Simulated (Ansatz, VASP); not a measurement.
**PtS2 in VASP and in Ansatz**

```
Pt S
1.0
     3.45462    0.00000    0.00000
    -1.72731    3.06850    0.00000
     0.00000    0.00000    5.03880
Pt S
1 2
Cartesian
  0.0000 0.0000 0.0000
  0.0000 2.0457 1.2597
  1.7273 1.0228 3.7791
```

Change from the starting cell: strain -0.0250 x Voigt [1, 0, 0, 0, 0, 0], atoms carried along.

Alike in both runs: task single point; functional PBE; k mesh 12 × 12 × 8; occupations gaussian, width 0.05 eV; no spin polarisation.

```csv
,VASP,Ansatz
version,VASP 6.6.1,Ansatz 0.2.0
potentials or method,"VASP PAW PBE potentials, release 64 (Pt, S), cutoff 520 eV","scalar-relativistic, plane waves, PAW"
valence electrons in the cell,22,30
```

|  | VASP | Ansatz | Ansatz less VASP |
| --- | --- | --- | --- |
| gap on the k mesh at the Fermi level (eV) | 0.56 | 0.56 | -0.004 |
| least direct gap on the mesh (eV) | 0.84 | 0.83 | -0.011 |
| pressure (GPa) | 6.3 | 6.8 | +0.49 |
| traceless stress, the component that is largest in VASP (GPa) | 4.01 | 4.09 | +0.077 |
| rms of the force components (eV/Å) | 0.081 | 0.075 | -0.0057 |

Atom by atom the forces differ by 0.020 eV/Å (rms over components). VASP's potentials hold 22 valence electrons a cell and Ansatz's 30, so a difference there can come from the potentials and not from the codes.

Neither program's run includes spin-orbit coupling.
